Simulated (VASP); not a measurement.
# Si3Te (Fm-3m) in VASP: notebook

Runs on Si3Te. Level: PBE. Tasks: single point, relaxation of cell and atoms.

Program: VASP 6.6.1. These are calculated values, not measurements. Logs are shortened: lines on timing, memory, paths and dates and some standing lists are left out, and cuts for length are marked.

### Step 1. The cell of the first run

Symmetry: Fm-3m, No. 225, cubic system. Conventional cell: a = 6.682 Å, b = 6.682 Å, c = 6.682 Å, α = 90.00°, β = 90.00°, γ = 90.00°. Within 3.8 Å of Si (site symmetry m-3m) lie 8 Si at 2.89 Å and 6 Te at 3.34 Å. Si (site symmetry -43m) has 10 Si at 2.89 to 3.34 Å and 4 Te at 2.89 Å within 3.8 Å. Te (site symmetry m-3m) has 14 Si at 2.89 to 3.34 Å within 3.8 Å.

### Step 2. Single point, PBE

Contents of INCAR:

```
ALGO = Normal
EDIFF = 1E-6
ENCUT = 520
GGA = PE
ISIF = 2
ISMEAR = 0
LASPH = T
LCHARG = F
LREAL = F
LWAVE = F
NBANDS = 17
NELM = 80
PREC = Accurate
SIGMA = 0.1
```

Contents of KPOINTS:

```
k-points
0
Gamma
  12 12 12
```

Contents of POSCAR:

```
Si3Te
1.0
    0.0000000000      3.3409395172      3.3409395172
    3.3409395172      0.0000000000      3.3409395172
    3.3409395172      3.3409395172      0.0000000000
Si Te
3 1
Direct
    0.5000000000      0.5000000000      0.5000000000
    0.2500000000      0.2500000000      0.2500000000
    0.7500000000      0.7500000000      0.7500000000
    0.0000000000      0.0000000000      0.0000000000
```

Potentials or basis: VASP PAW PBE potentials, release 64 (Si, Te).

On the command line:

```
> cat potpaw_PBE.64/Si/POTCAR potpaw_PBE.64/Te/POTCAR > POTCAR
> mpirun -np 1 vasp_std > vasp.out
```

OUTCAR:

```text
EDIFF = 1E-6
   ENCUT = 520
   GGA = PE
   ISIF = 2
   ISMEAR = 0
   LASPH = T
   LREAL = F
   NELM = 80
   PREC = Accurate

 ion  position               nearest neighbor table
   1  0.500  0.500  0.500-   2 2.89   2 2.89   3 2.89   3 2.89   2 2.89   2 2.89   3 2.89   3 2.89
                             4 3.34   4 3.34   4 3.34   4 3.34   4 3.34   4 3.34
   2  0.250  0.250  0.250-   4 2.89   1 2.89   4 2.89   1 2.89   4 2.89   4 2.89   1 2.89   1 2.89

   3  0.750  0.750  0.750-   1 2.89   1 2.89   4 2.89   4 2.89   1 2.89   1 2.89   4 2.89   4 2.89

   4  0.000  0.000  0.000-   3 2.89   2 2.89   3 2.89   2 2.89   3 2.89   3 2.89   2 2.89   2 2.89
                             1 3.34   1 3.34   1 3.34   1 3.34   1 3.34   1 3.34

  LATTYP: Found a face centered cubic cell.
 ALAT       =     6.6818790344

  Lattice vectors:

 A1 = (   0.0000000000,   3.3409395172,   3.3409395172)
 A2 = (   3.3409395172,   0.0000000000,   3.3409395172)
 A3 = (   3.3409395172,   3.3409395172,   0.0000000000)

Analysis of symmetry for initial positions (statically):
=====================================================================
 Subroutine PRICEL returns:
 Original cell was already a primitive cell.

 Routine SETGRP: Setting up the symmetry group for a
 face centered cubic supercell.

 Subroutine GETGRP returns: Found 48 space group operations
 (whereof 48 operations were pure point group operations)
 out of a pool of 48 trial point group operations.

The static configuration has the point symmetry O_h .

Analysis of symmetry for dynamics (positions and initial velocities):
=====================================================================
 Subroutine PRICEL returns:
 Original cell was already a primitive cell.

 Routine SETGRP: Setting up the symmetry group for a
 face centered cubic supercell.

 Subroutine GETGRP returns: Found 48 space group operations
 (whereof 48 operations were pure point group operations)
 out of a pool of 48 trial point group operations.

The dynamic configuration has the point symmetry O_h .

 Subroutine INISYM returns: Found 48 space group operations
 (whereof 48 operations are pure point group operations),
 and found     1 'primitive' translations

----------------------------------------------------------------------------------------

                                     Primitive cell

  volume of cell :      74.5823

  direct lattice vectors                    reciprocal lattice vectors
     0.000000000  3.340939517  3.340939517    -0.149658501  0.149658501  0.149658501
     3.340939517  0.000000000  3.340939517     0.149658501 -0.149658501  0.149658501
     3.340939517  3.340939517  0.000000000     0.149658501  0.149658501 -0.149658501

  length of vectors
     4.724801976  4.724801976  4.724801976     0.259216127  0.259216127  0.259216127

  position of ions in fractional coordinates (direct lattice)
     0.500000000  0.500000000  0.500000000
     0.250000000  0.250000000  0.250000000
     0.750000000  0.750000000  0.750000000
     0.000000000  0.000000000  0.000000000

  ion indices of the primitive-cell ions
   primitive index   ion index
                 1           1
                 2           2
                 3           3
                 4           4

----------------------------------------------------------------------------------------

 KPOINTS: k-points

Automatic generation of k-mesh.
 Grid dimensions read from file:
 generate k-points for:   12   12   12

 Generating k-lattice:

  Cartesian coordinates                     Fractional coordinates (reciprocal lattice)
    -0.012471542  0.012471542  0.012471542     0.083333333  0.000000000  0.000000000
     0.012471542 -0.012471542  0.012471542     0.000000000  0.083333333  0.000000000
     0.012471542  0.012471542 -0.012471542     0.000000000  0.000000000  0.083333333

  Length of vectors
     0.021601344  0.021601344  0.021601344

  Shift w.r.t. Gamma in fractional coordinates (k-lattice)
     0.000000000  0.000000000  0.000000000

 Subroutine IBZKPT returns following result:
 ===========================================

 Found     72 irreducible k-points:

 Following reciprocal coordinates:
            Coordinates               Weight
  0.000000  0.000000  0.000000      1.000000
  0.083333  0.000000  0.000000      8.000000
  0.166667  0.000000  0.000000      8.000000
  0.250000  0.000000  0.000000      8.000000
  0.333333  0.000000  0.000000      8.000000
  0.416667  0.000000  0.000000      8.000000
[... 16 lines left out ...]
  0.500000  0.166667  0.000000     24.000000
 -0.416667  0.166667  0.000000     24.000000
 [... further k-points ...]
   k-points           NKPTS =     72   k-points in BZ     NKDIM =     72   number of bands    NBANDS=     17
   number of dos      NEDOS =    301   number of ions     NIONS =      4
   total plane-waves  NPLWV =  46656
   dimension x,y,z NGX =    36 NGY =   36 NGZ =   36
   dimension x,y,z NGXF=    72 NGYF=   72 NGZF=   72
   ions per type =               3   1
   NGX,Y,Z   is equivalent  to a cutoff of  12.67, 12.67, 12.67 a.u.
   NGXF,Y,Z  is equivalent  to a cutoff of  25.33, 25.33, 25.33 a.u.
 SYSTEM =  unknown system
   PREC   = accura    normal or accurate (medium, high low for compatibility)
   ISTART =      0    job   : 0-new  1-cont  2-samecut
   ICHARG =      2    charge: 1-file 2-atom 10-const
   ISPIN  =      1    spin polarized calculation?
   LNONCOLLINEAR =      F non collinear calculations
   LSORBIT =      F    spin-orbit coupling
   LASPH  =      T    aspherical Exc in radial PAW
   ENCUT  =  520.0 eV  38.22 Ry    6.18 a.u.   8.79  8.79  8.79*2*pi/ulx,y,z
   NELM   =     80;   NELMIN=  2; NELMDL= -5     # of ELM steps
   EDIFF  = 0.1E-05   stopping-criterion for ELM
   LREAL  =      F    real-space projection
   EDIFFG = 0.1E-04   stopping-criterion for IOM
   NSW    =      0    number of steps for IOM
   IBRION =     -1    ionic relax: 0-MD 1-quasi-New 2-CG
   NFREE  =      0    steps in history (QN), initial steepest desc. (CG)
   ISIF   =      2    stress and relaxation
   ISYM   =      2    0-nonsym 1-usesym 2-fastsym
   POTIM  = 0.5000    time-step for ionic-motion
   TEBEG  =    0.0;   TEEND  =   0.0 temperature during run
   PSTRESS=    0.0 pullay stress
   NELECT =      18.0000    total number of electrons
   NUPDOWN=      -1.0000    fix difference up-down
   EMIN   =  10.00;   EMAX   =-10.00  energy-range for DOS
   EFERMI =   0.00;   METHOD = LEGACY
   ISMEAR =     0;   SIGMA  =   0.10  broadening in eV -4-tet -1-fermi 0-gaus
   EFERMI_NEDOS =   21; number of points for ismear=-14 and -15
   IALGO  =     38    algorithm
   IMIX   =      4    mixing-type and parameters
     AMIX     =   0.40;   BMIX     =  1.00
     AMIX_MAG =   1.60;   BMIX_MAG =  1.00
  volume/ion in A,a.u.               =      18.65       125.83
  Fermi-wavevector in a.u.,A,eV,Ry     =   1.019265  1.926131 14.135104  1.038901
  Thomas-Fermi vector in A             =   2.152769
   LORBIT       =      0    0 simple, 1 ext, 2 COOP (PROOUT), +10 PAW based schemes
   GGA     = PE    functional components
   LHFCALC =     F    Hartree Fock is set to
   AEXX    =    0.0000 exact exchange contribution
   IVDW    =     0    specifies the selected vdW correction
   LEPSILON=     F    determine dielectric tensor
   LRPA    =     F    only Hartree local field effects (RPA)
 non-spin polarized calculation
 Gauss-broadening in eV      SIGMA  =   0.10
  energy-cutoff  :      520.00
  volume of cell :       74.58
 maximum number of plane-waves:      2044
   NGX = 17   NGY = 17   NGZ = 17

 number of electron      17.9999998 magnetization

 Free energy of the ion-electron system (eV)
  ---------------------------------------------------
  ext. energy  EPLUGINS =         0.00000000
  ---------------------------------------------------
  free energy    TOTEN  =       -16.57934133 eV

  energy without entropy =      -16.56552152  energy(sigma->0) =      -16.57243142

 E-fermi :   8.8984     XC(G=0): -10.6819

 val. band max:        8.8886582936   @ k =  -0.4167   0.3333   0.0833
 cond. band min:       8.9040915516   @ k =   0.5000   0.3333   0.0000
 fundamental gap:      0.0154332580
 Fermi energy:         8.8984420854

 k-point     1 :       0.0000    0.0000    0.0000
  band No.  band energies     occupation
      1      -5.3669      2.00000
      2       1.8674      2.00000
      3       4.2232      2.00000
      4       5.0982      2.00000
      5       5.0982      2.00000
      6       5.0982      2.00000
[... 9 lines left out ...]
     16      17.0231      0.00000
     17      17.0231      0.00000

 k-point     2 :       0.0833    0.0000    0.0000
  band No.  band energies     occupation
      1      -5.3082      2.00000
      2       1.6528      2.00000
      3       3.8968      2.00000
      4       4.9719      2.00000
      5       4.9719      2.00000
      6       5.0516      2.00000
[... 9 lines left out ...]
     16      16.3946      0.00000
     17      16.8410      0.00000

 k-point     3 :       0.1667    0.0000    0.0000
  band No.  band energies     occupation
      1      -5.1347      2.00000
      2       1.0637      2.00000
      3       3.2556      2.00000
      4       4.7377      2.00000
      5       4.7377      2.00000
      6       5.5003      2.00000
[... 9 lines left out ...]
     16      15.1136      0.00000
     17      16.2377      0.00000

 k-point     4 :       0.2500    0.0000    0.0000
  band No.  band energies     occupation
      1      -4.8577      2.00000
      2       0.2521      2.00000
      3       2.8120      2.00000
      4       4.5348      2.00000
      5       4.5348      2.00000
      6       4.9515      2.00000
[... 9 lines left out ...]
     16      13.9057      0.00000
     17      15.2350      0.00000

 k-point     5 :       0.3333    0.0000    0.0000
  band No.  band energies     occupation
      1      -4.5055      2.00000
      2      -0.5792      2.00000
      3       2.5697      2.00000
      4       4.4007      2.00000
      5       4.4007      2.00000
      6       4.4425      2.00000
[... 9 lines left out ...]
     16      13.9998      0.00000
     17      15.2861      0.00000

 k-point     6 :       0.4167    0.0000    0.0000
  band No.  band energies     occupation
      1      -4.1547      2.00000
      2      -1.2463      2.00000
      3       2.4570      2.00000
      4       4.1183      2.00000
      5       4.3325      2.00000
      6       4.3325      2.00000
[... 9 lines left out ...]
     16      14.3718      0.00000
     17      16.7917      0.00000

 k-point     7 :       0.5000    0.0000    0.0000
  band No.  band energies     occupation
      1      -3.9869      2.00000
      2      -1.5233      2.00000
      3       2.4257      2.00000
      4       4.0059      2.00000
      5       4.3131      2.00000
      6       4.3131      2.00000
[... 9 lines left out ...]
     16      14.9531      0.00000
     17      18.1707      0.00000

 k-point     8 :       0.0833    0.0833    0.0000
  band No.  band energies     occupation
      1      -5.2886      2.00000
      2       1.6072      2.00000
      3       3.9134      2.00000
      4       4.6400      2.00000
      5       4.6400      2.00000
      6       5.4007      2.00000
[... 9 lines left out ...]
     16      16.5513      0.00000
     17      16.5548      0.00000
[... 203 lines left out ...]
      1      -5.0574      2.00000
      2       1.0560      2.00000
      3       3.3488      2.00000
      4       3.9511      2.00000
      5       3.9511      2.00000
      6       4.5683      2.00000
[... 9 lines left out ...]
     16      15.4763      0.00000
     17      15.4791      0.00000

 k-point    20 :       0.2500    0.1667    0.0000
  band No.  band energies     occupation
      1      -4.8527      2.00000
      2       0.6278      2.00000
      3       2.6833      2.00000
      4       3.6780      2.00000
      5       3.8197      2.00000
      6       4.3626      2.00000
[... 9 lines left out ...]
     16      14.7020      0.00000
     17      15.2542      0.00000

 k-point    21 :       0.3333    0.1667    0.0000
  band No.  band energies     occupation
      1      -4.5555      2.00000
      2      -0.0004      2.00000
      3       2.0706      2.00000
      4       3.3195      2.00000
      5       3.5201      2.00000
      6       5.1089      2.00000
[... 9 lines left out ...]
     16      13.6878      0.00000
     17      15.6554      0.00000

 k-point    22 :       0.4167    0.1667    0.0000
  band No.  band energies     occupation
      1      -4.2075      2.00000
      2      -0.6738      2.00000
      3       1.6695      2.00000
      4       2.9948      2.00000
      5       3.4826      2.00000
      6       5.8073      2.00000
[... 9 lines left out ...]
     16      14.7701      0.00000
     17      15.2135      0.00000

 k-point    23 :       0.5000    0.1667    0.0000
  band No.  band energies     occupation
      1      -3.9136      2.00000
      2      -1.1726      2.00000
      3       1.4055      2.00000
      4       2.8873      2.00000
      5       3.5656      2.00000
      6       5.5974      2.00000
[... 9 lines left out ...]
     16      14.4786      0.00000
     17      16.2793      0.00000

 k-point    24 :      -0.4167    0.1667    0.0000
  band No.  band energies     occupation
      1      -3.8621      2.00000
      2      -1.2532      2.00000
      3       1.2535      2.00000
      4       2.9890      2.00000
      5       3.7645      2.00000
      6       5.3754      2.00000
[... 9 lines left out ...]
     16      14.5831      0.00000
     17      17.4994      0.00000

 [... further k-points ...]
[... 5 lines left out ...]
  --------------------------------------------------------------------------------------
  -------------------------------------------------------------------------------------
  Total       -0.0006240     -0.0006240     -0.0006240     -0.0000000      0.0000000      0.0000000
  in kB       -0.0134041     -0.0134041     -0.0134041     -0.0000000      0.0000000      0.0000000
  external PRESSURE =      -0.0134041 kB  Pullay stress =       0.0000000 kB

 VOLUME and BASIS-vectors are now :
 -----------------------------------------------------------------------------
  energy-cutoff  :      520.00
  volume of cell :       74.58
      direct lattice vectors                 reciprocal lattice vectors
     0.000000000  3.340939517  3.340939517    -0.149658501  0.149658501  0.149658501
     3.340939517  0.000000000  3.340939517     0.149658501 -0.149658501  0.149658501
     3.340939517  3.340939517  0.000000000     0.149658501  0.149658501 -0.149658501

 POSITION                                       TOTAL-FORCE (eV/Angst)
 -----------------------------------------------------------------------------------
      3.34094      3.34094      3.34094        -0.000000     -0.000000      0.000000
      1.67047      1.67047      1.67047        -0.000000     -0.000000     -0.000000
      5.01141      5.01141      5.01141         0.000000      0.000000      0.000000
      0.00000      0.00000      0.00000        -0.000000     -0.000000     -0.000000
 -----------------------------------------------------------------------------------
    total drift:                                0.000000      0.000000      0.000000

  FREE ENERGIE OF THE ION-ELECTRON SYSTEM (eV)
  ---------------------------------------------------
  free  energy   TOTEN  =       -16.5793413252 eV

  energy  without entropy=      -16.5655215243  energy(sigma->0) =      -16.57243142
```

Run time: 30 s. Hardware: 1 thread of Intel Xeon 6975P-C (Granite Rapids), shared host; peak memory 0.24 GiB.

What came out:

```
Free energy            : -16.5793 eV
Pressure               : 0.0 GPa
Band gap on the k mesh : zero (band 9 reaches 10.82 eV, above the bottom of band 10 at 7.02 eV)
```

Caveat: spin-orbit coupling is left out, which moves the levels of the heavy elements.

### Step 3. Relaxation of cell and atoms, PBE

This run uses another cell than the first one, of 17.91 Å³/atom, 0.960 times its volume.

Contents of INCAR:

```
PREC = Accurate
ENCUT = 600
EDIFF = 1E-6
ISMEAR = 0
SIGMA = 0.1
LREAL = False
LASPH = True
NELM = 60
ALGO = Normal
ISIF = 3
LWAVE = False
LCHARG = False
GGA = PE
IBRION = 2
NSW = 100
EDIFFG = -0.01
```

Contents of KPOINTS:

```
regular mesh
0
Gamma
  12 12 12
```

Contents of POSCAR:

```
Si3Te
1.0
    0.0000000000      3.2961702015      3.2961702015
    3.2961702015      0.0000000000      3.2961702015
    3.2961702015      3.2961702015      0.0000000000
Si Te
3 1
Direct
    0.5000000000      0.5000000000      0.5000000000
    0.2500000000      0.2500000000      0.2500000000
    0.7500000000      0.7500000000      0.7500000000
    0.0000000000      0.0000000000      0.0000000000
```

Potentials or basis: VASP PAW PBE potentials, release 64 (Si, Te).

On the command line:

```
> cat potpaw_PBE.64/Si/POTCAR potpaw_PBE.64/Te/POTCAR > POTCAR
> mpirun -np 1 vasp_std > vasp.out
```

Wall time 85 s (1 thread of Intel Xeon 6975P-C (Granite Rapids), shared host); peak memory 0.29 GiB.

Results (log left out):

```yaml
Free_energy: -16.5793 eV
Relaxed_volume: 18.65 Å³/atom
Relaxed_cell: a = 4.725 Å, b = 4.725 Å, c = 4.725 Å, α = 60.00°, β = 60.00°, γ = 60.00°
Space_group_after_relaxing_to_0.05_Å: Fm-3m (No. 225)
Energy_gained_by_relaxing: 6.7 meV/atom
Ionic_steps: 3
Pressure_after_relaxing: 0.0 GPa
```

The path:
```
step  energy change (eV)  largest force (eV/Å)  pressure (GPa)  volume (Å³)
   1              0.0000                0.0000            3.03        71.62
   2             -0.0259                0.0000           -0.53        75.19
   3             -0.0270                0.0000            0.01        74.58
```

Final structure:
```yaml
crystal:
  lattice:
    - [0.00000, 3.34096, 3.34096]
    - [3.34096, 0.00000, 3.34096]
    - [3.34096, 3.34096, 0.00000]
  atoms:
    - { symbol: Si, position: [0.50000, 0.50000, 0.50000] }
    - { symbol: Si, position: [0.25000, 0.25000, 0.25000] }
    - { symbol: Si, position: [0.75000, 0.75000, 0.75000] }
    - { symbol: Te, position: [0.00000, 0.00000, 0.00000] }
```

Levels at points of the mesh, in eV from the Fermi level:
```csv
k point,band 5,band 6,band 7,band 8,band 9,band 10,band 11,band 12,band 13
"(0.00, 0.00, 0.00)",-3.80,-3.80,-2.40,-2.40,-2.40,-1.79,-1.05,-1.05,-1.05
"(0.50, 0.00, 0.00)",-4.59,-4.59,-3.14,-3.14,0.22,0.94,2.26,2.26,2.88
"(0.50, 0.50, 0.00)",-6.31,-6.31,1.28,1.28,1.68,2.17,2.17,2.26,3.54
```

Caveat: the bands computed are all filled at some k points, so no gap is given; spin-orbit coupling is left out, which moves the levels of the heavy elements.
